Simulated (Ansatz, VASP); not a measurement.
# Al3Ga3N2: VASP beside Ansatz

File INCAR:

```
PREC = Accurate ; ENCUT = 520
EDIFF = 1E-6 ; ISMEAR = 0
SIGMA = 0.1 ; LREAL = F
LASPH = T ; NELM = 150
ALGO = Normal ; ISIF = 2
LWAVE = F ; LCHARG = F
ISPIN = 2 ; MAGMOM = 0 0 0 0 0 0 1 1
LORBIT = 11 ; GGA = PE
NBANDS = 43
```

KPOINTS

```
regular mesh
0
Gamma
  6 6 2
```

File POSCAR:

```
Al3Ga3N2
1.0
    2.9123718054      0.0000000000      0.0000000000
   -1.4561859027      2.5221879687      0.0000000000
    0.0000000000      0.0000000000     14.4681463498
Al Ga N
3 3 2
Direct
    0.3333333333      0.6666666667      0.8350793609
    0.6666666667      0.3333333333      0.1649206391
    0.0000000000      0.0000000000      0.0000000000
    0.3333333333      0.6666666667      0.3253356353
    0.0000000000      0.0000000000      0.5000000000
    0.6666666667      0.3333333333      0.6746643647
    0.6666666667      0.3333333333      0.9193356727
    0.3333333333      0.6666666667      0.0806643273
```

Input for Ansatz:

```yaml
crystal:
  lattice:
    - [2.9123718054, 0.0, 0.0]
    - [-1.4561859027, 2.5221879687, 0.0]
    - [0.0, 0.0, 14.4681463498]
  atoms:
    - { symbol: Al, position: [0.3333333333, 0.6666666667, 0.8350793609] }
    - { symbol: Al, position: [0.6666666667, 0.3333333333, 0.1649206391] }
    - { symbol: Al, position: [0.0, 0.0, 0.0] }
    - { symbol: Ga, position: [0.3333333333, 0.6666666667, 0.3253356353] }
    - { symbol: Ga, position: [0.0, 0.0, 0.5] }
    - { symbol: Ga, position: [0.6666666667, 0.3333333333, 0.6746643647] }
    - { symbol: "N", position: [0.6666666667, 0.3333333333, 0.9193356727], spin: 1.0 }
    - { symbol: "N", position: [0.3333333333, 0.6666666667, 0.0806643273], spin: 1.0 }
basis:
  ecutwfc: 420
kpoints:
  mp_grid: { grid: [6, 6, 2] }
hamiltonian:
  xc: pbe
scf:
  occupations: { method: gaussian, width: 0.1 }
  lower_state_search: "off"
output:
  forces: true
  stress: true
  eigenvalues: true
  populations: true
magnetization:
  spin_polarized: true
```

Alike in both runs: task single point; functional PBE; k mesh 6 × 6 × 2; occupations gaussian, width 0.1 eV; collinear spin.

|  | VASP | Ansatz |
| --- | --- | --- |
| version | VASP 6.6.1 | Ansatz 0.2.0 |
| potentials or method | VASP PAW PBE potentials, release 64 (Al, Ga_d, N), cutoff 520 eV | scalar-relativistic, plane waves, PAW |
| valence electrons in the cell | 58 | 58 |

```tsv
	VASP	Ansatz	Ansatz less VASP
gap on the k mesh at the Fermi level (eV)	none	none	-
pressure (GPa)	-0.2	-0.2	+0.03
traceless stress, the component that is largest in VASP (GPa)	-0.19	-0.15	+0.043
rms of the force components (eV/Å)	0.005	0.007	+0.0014
net moment per atom (μB)	0.00	0.00	0.000
```

Atom by atom the forces differ by 0.005 eV/Å (rms over components). A gap of «none» marks a metal or a gap that the smearing closes. With one functional, cell and mesh, what is left measures potentials, basis and numerics. Ansatz's warnings: seeded moment not kept.

The k mesh is coarse, so the values compare programs but aren't converged.
